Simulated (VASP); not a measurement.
# SnO2 (P4_2/mnm) in VASP: single point with r2SCAN+rVV10

Aim: the single point of SnO2 with r2SCAN+rVV10.

Program: VASP 6.6.1. These are calculated values, not measurements. Logs are shortened: lines on timing, memory, paths and dates and some standing lists are left out, and cuts for length are marked.

## Step 1: The cell of the first run

Symmetry: P4_2/mnm, No. 136, tetragonal system. The conventional cell has a = 4.745 Å, b = 4.745 Å, c = 3.199 Å, α = 90.00°, β = 90.00°, γ = 90.00°. Within 2.7 Å of Sn (site symmetry mmm) lie 6 O at 2.05 to 2.06 Å. Within 2.7 Å of O (site symmetry m2m) lie 3 Sn at 2.05 to 2.06 Å and 1 O at 2.61 Å.

## Step 2: Single point, r2SCAN+rVV10

POSCAR

```
SnO2
1.0
    4.7449493697      0.0000000000      0.0000000000
    0.0000000000      4.7449493697      0.0000000000
    0.0000000000      0.0000000000      3.1985555025
Sn O
2 4
Direct
    0.0000000000      0.0000000000      0.0000000000
    0.5000000000      0.5000000000      0.5000000000
    0.3057565585      0.3057565585      0.0000000000
    0.6942434415      0.6942434415      0.0000000000
    0.1942434415      0.8057565585      0.5000000000
    0.8057565585      0.1942434415      0.5000000000
```

INCAR.step1

```
SYSTEM = SnO2
ALGO = Normal
EDIFF = 1E-5
ENCUT = 660
GGA = PE
GGA_COMPAT = .False.
ISMEAR = 0
LASPH = .True.
LCHARG = .False.
LREAL = .False.
LWAVE = .True.
NBANDS = 35
NELM = 120
PREC = Accurate
SIGMA = 0.02
```

INCAR.step2

```
SYSTEM = SnO2
ALGO = Normal
BPARAM = 11.95
CPARAM = 0.0093
EDIFF = 1E-6
ENCUT = 660
GGA_COMPAT = .False.
ISIF = 2
ISMEAR = 0
ISTART = 1
IVDW_NL = 2
LASPH = .True.
LCHARG = .False.
LMIXTAU = .True.
LREAL = .False.
LUSE_VDW = .True.
LWAVE = .False.
METAGGA = R2SCAN
NBANDS = 35
NELM = 120
PREC = Accurate
SIGMA = 0.02
```

KPOINTS

```
k-points
0
Gamma
  6 6 8
  0 0 0
```

Potentials or basis: VASP PAW PBE potentials, release 64 (Sn_d, O).

The run is started by

```console
$ cat potpaw_PBE.64/Sn_d/POTCAR potpaw_PBE.64/O/POTCAR > POTCAR
$ cp INCAR.step1 INCAR
$ mpirun -np 1 vasp_std > vasp.out
$ cp INCAR.step2 INCAR
$ mpirun -np 1 vasp_std > vasp.out
```

OUTCAR:

```text
SYSTEM = SnO2
   BPARAM = 11.95
   EDIFF = 1E-6
   ENCUT = 660
   ISIF = 2
   ISMEAR = 0
   ISTART = 1
   IVDW_NL = 2
   LASPH = .True.
   LREAL = .False.
   METAGGA = R2SCAN
   NELM = 120
   PREC = Accurate

 ion  position               nearest neighbor table
   1  0.000  0.000  0.000-   3 2.05   4 2.05   5 2.06   6 2.06   5 2.06   6 2.06   2 3.72   2 3.72
                             2 3.72   2 3.72   2 3.72   2 3.72   2 3.72   2 3.72
   2  0.500  0.500  0.500-   5 2.05   6 2.05   3 2.06   4 2.06   3 2.06   4 2.06   1 3.72   1 3.72
                             1 3.72   1 3.72   1 3.72   1 3.72   1 3.72   1 3.72
   3  0.306  0.306  0.000-   1 2.05   2 2.06   2 2.06
   4  0.694  0.694  0.000-   1 2.05   2 2.06   2 2.06
   5  0.194  0.806  0.500-   2 2.05   1 2.06   1 2.06
   6  0.806  0.194  0.500-   2 2.05   1 2.06   1 2.06

  LATTYP: Found a simple tetragonal cell.
 ALAT       =     4.7449493697
 C/A-ratio  =     0.6740968666

  Lattice vectors:

 A1 = (   4.7449493697,   0.0000000000,   0.0000000000)
 A2 = (   0.0000000000,   4.7449493697,   0.0000000000)
 A3 = (   0.0000000000,   0.0000000000,   3.1985555025)

Analysis of symmetry for initial positions (statically):
=====================================================================
 Subroutine PRICEL returns:
 Original cell was already a primitive cell.

 Routine SETGRP: Setting up the symmetry group for a
 simple tetragonal supercell.

 Subroutine GETGRP returns: Found 16 space group operations
 (whereof  8 operations were pure point group operations)
 out of a pool of 16 trial point group operations.

The static configuration has the point symmetry D_2h.
 The point group associated with its full space group is D_4h.

Analysis of symmetry for dynamics (positions and initial velocities):
=====================================================================
 Subroutine PRICEL returns:
 Original cell was already a primitive cell.

 Routine SETGRP: Setting up the symmetry group for a
 simple tetragonal supercell.

 Subroutine GETGRP returns: Found 16 space group operations
 (whereof  8 operations were pure point group operations)
 out of a pool of 16 trial point group operations.

The dynamic configuration has the point symmetry D_2h.
 The point group associated with its full space group is D_4h.

 Subroutine INISYM returns: Found 16 space group operations
 (whereof  8 operations are pure point group operations),
[... 105 lines left out ...]
   LREAL  =      F    real-space projection
   EDIFFG = 0.1E-04   stopping-criterion for IOM
   NSW    =      0    number of steps for IOM
   IBRION =     -1    ionic relax: 0-MD 1-quasi-New 2-CG
   NFREE  =      0    steps in history (QN), initial steepest desc. (CG)
   ISIF   =      2    stress and relaxation
   ISYM   =      2    0-nonsym 1-usesym 2-fastsym
   POTIM  = 0.5000    time-step for ionic-motion
   TEBEG  =    0.0;   TEEND  =   0.0 temperature during run
   PSTRESS=    0.0 pullay stress
   NELECT =      52.0000    total number of electrons
   NUPDOWN=      -1.0000    fix difference up-down
   EMIN   =  10.00;   EMAX   =-10.00  energy-range for DOS
   EFERMI =   0.00;   METHOD = LEGACY
   ISMEAR =     0;   SIGMA  =   0.02  broadening in eV -4-tet -1-fermi 0-gaus
   EFERMI_NEDOS =   21; number of points for ismear=-14 and -15
   IALGO  =     38    algorithm
   IMIX   =      4    mixing-type and parameters
     AMIX     =   0.40;   BMIX     =  1.00
     AMIX_MAG =   1.60;   BMIX_MAG =  1.00
  volume/ion in A,a.u.               =      12.00        81.00
  Fermi-wavevector in a.u.,A,eV,Ry     =   1.468713  2.775465 29.349369  2.157118
  Thomas-Fermi vector in A             =   2.584178
   LORBIT       =      0    0 simple, 1 ext, 2 COOP (PROOUT), +10 PAW based schemes
   METAGGA = R2SCAN    functional components
   LHFCALC =     F    Hartree Fock is set to
   AEXX    =    0.0000 exact exchange contribution
   IVDW_NL    =     2    kernel type
   BPARAM     =11.9500
   IVDW    =     0    specifies the selected vdW correction
   LEPSILON=     F    determine dielectric tensor
   LRPA    =     F    only Hartree local field effects (RPA)
 non-spin polarized calculation
 Gauss-broadening in eV      SIGMA  =   0.02
  energy-cutoff  :      660.00
  volume of cell :       72.01
 maximum number of plane-waves:      2812
 NGX is ok and might be reduce to    40
   NGX = 19   NGY = 19   NGZ = 13

 number of electron      52.0000003 magnetization

 Free energy of the ion-electron system (eV)
  ---------------------------------------------------
  ext. energy  EPLUGINS =         0.00000000
  ---------------------------------------------------
  free energy    TOTEN  =       -83.30400030 eV

  energy without entropy =      -83.30400030  energy(sigma->0) =      -83.30400030

 E-fermi :   5.8098     XC(G=0): -12.0755

 val. band max:        5.6226119835   @ k =   0.0000   0.0000   0.0000
 cond. band min:       7.4687782977   @ k =   0.0000   0.0000   0.0000
 fundamental gap:      1.8461663142
 Fermi energy:         5.8098433478

 k-point     1 :       0.0000    0.0000    0.0000
  band No.  band energies     occupation
      1     -16.1057      2.00000
      2     -15.1689      2.00000
      3     -14.8540      2.00000
      4     -14.8540      2.00000
      5     -14.8317      2.00000
      6     -14.8071      2.00000
[... 901 lines left out ...]
     34      18.8305      0.00000
     35      19.2010      0.00000

 [... further k-points ...]

------------------------ aborting loop because EDIFF is reached ----------------------------------------

  FORCE on cell =-STRESS in cart. coord.  units (eV):
  Direction    XX          YY          ZZ          XY          YZ          ZX
  --------------------------------------------------------------------------------------
  -------------------------------------------------------------------------------------
  Total        0.3810588      0.3810588      0.6274950      0.0000000      0.0000000      0.0000000
  in kB        8.4778461      8.4778461     13.9605903      0.0000000      0.0000000      0.0000000
  external PRESSURE =      10.3054275 kB  Pullay stress =       0.0000000 kB

 VOLUME and BASIS-vectors are now :
 -----------------------------------------------------------------------------
  energy-cutoff  :      660.00
  volume of cell :       72.01
      direct lattice vectors                 reciprocal lattice vectors
     4.744949370  0.000000000  0.000000000     0.210750405  0.000000000  0.000000000
     0.000000000  4.744949370  0.000000000     0.000000000  0.210750405  0.000000000
     0.000000000  0.000000000  3.198555503     0.000000000  0.000000000  0.312641128

 POSITION                                       TOTAL-FORCE (eV/Angst)
 -----------------------------------------------------------------------------------
      0.00000      0.00000      0.00000         0.000000      0.000000     -0.000000
      2.37247      2.37247      1.59928         0.000000      0.000000     -0.000000
      1.45080      1.45080      0.00000        -0.019219     -0.019219     -0.000000
      3.29415      3.29415      0.00000         0.019219      0.019219      0.000000
      0.92168      3.82327      1.59928         0.019219     -0.019219     -0.000000
      3.82327      0.92168      1.59928        -0.019219      0.019219      0.000000
 -----------------------------------------------------------------------------------
    total drift:                               -0.000000      0.000000     -0.000000

  FREE ENERGIE OF THE ION-ELECTRON SYSTEM (eV)
  ---------------------------------------------------
  free  energy   TOTEN  =       -83.3040003028 eV

  energy  without entropy=      -83.3040003028  energy(sigma->0) =      -83.30400030
```

OUTCAR.step1:

```text
SYSTEM = SnO2
   EDIFF = 1E-5
   ENCUT = 660
   GGA = PE
   ISMEAR = 0
   LASPH = .True.
   LREAL = .False.
   NELM = 120
[... 1152 lines left out ...]
      3.29415      3.29415      0.00000         0.027190      0.027190      0.000000
      0.92168      3.82327      1.59928         0.027190     -0.027190     -0.000000
      3.82327      0.92168      1.59928        -0.027190      0.027190      0.000000
 -----------------------------------------------------------------------------------
    total drift:                               -0.000000      0.000000     -0.000000

  FREE ENERGIE OF THE ION-ELECTRON SYSTEM (eV)
  ---------------------------------------------------
  free  energy   TOTEN  =       -37.2189265905 eV

  energy  without entropy=      -37.2189265905  energy(sigma->0) =      -37.21892659
```

OSZICAR.step1:

```text
N       E                     dE             d eps       ncg     rms          rms(c)
DAV:   1     0.697729303524E+03    0.69773E+03   -0.29473E+04  3878   0.269E+03
DAV:   2     0.721050705030E+02   -0.62562E+03   -0.58968E+03  3716   0.684E+02
DAV:   3    -0.371971754490E+02   -0.10930E+03   -0.10699E+03  3743   0.226E+02
DAV:   4    -0.432939519844E+02   -0.60968E+01   -0.60492E+01  4441   0.565E+01
DAV:   5    -0.434451111101E+02   -0.15116E+00   -0.15094E+00  4342   0.944E+00    0.160E+01
DAV:   6    -0.371365633558E+02    0.63085E+01   -0.17493E+01  5566   0.640E+01    0.624E+00
DAV:   7    -0.372486350121E+02   -0.11207E+00   -0.20376E+00  3983   0.795E+00    0.323E+00
DAV:   8    -0.372253357338E+02    0.23299E-01   -0.16958E-01  5138   0.424E+00    0.747E-01
DAV:   9    -0.372181338466E+02    0.72019E-02   -0.35269E-02  5768   0.303E+00    0.133E-01
DAV:  10    -0.372188058992E+02   -0.67205E-03   -0.38817E-03  4368   0.480E-01    0.556E-02
DAV:  11    -0.372189269282E+02   -0.12103E-03   -0.19903E-04  4581   0.104E-01    0.141E-02
DAV:  12    -0.372189265905E+02    0.33778E-06   -0.90225E-06  2860   0.251E-02
   1 F= -.37218927E+02 E0= -.37218927E+02  d E =-.131118E-32
```

It took 11 min on 1 thread of Oxide Virtual Turin-like, shared host; peak memory 0.45 GiB.

What came out:

```
Free energy            : -83.3040 eV
Pressure               : 1.0 GPa
Largest force          : 0.027 eV/Å
Band gap on the k mesh : 1.85 eV
```

Forces on the atoms (eV/Å):
```
Sn   0.000  0.000  0.000
Sn   0.000  0.000  0.000
O   -0.019 -0.019  0.000
O    0.019  0.019  0.000
O    0.019 -0.019  0.000
O   -0.019  0.019  0.000
```

Caveat: the PAW data sets were made with another functional, which shifts forces and pressure a little; spin-orbit coupling is left out, which moves the levels of the heavy elements.
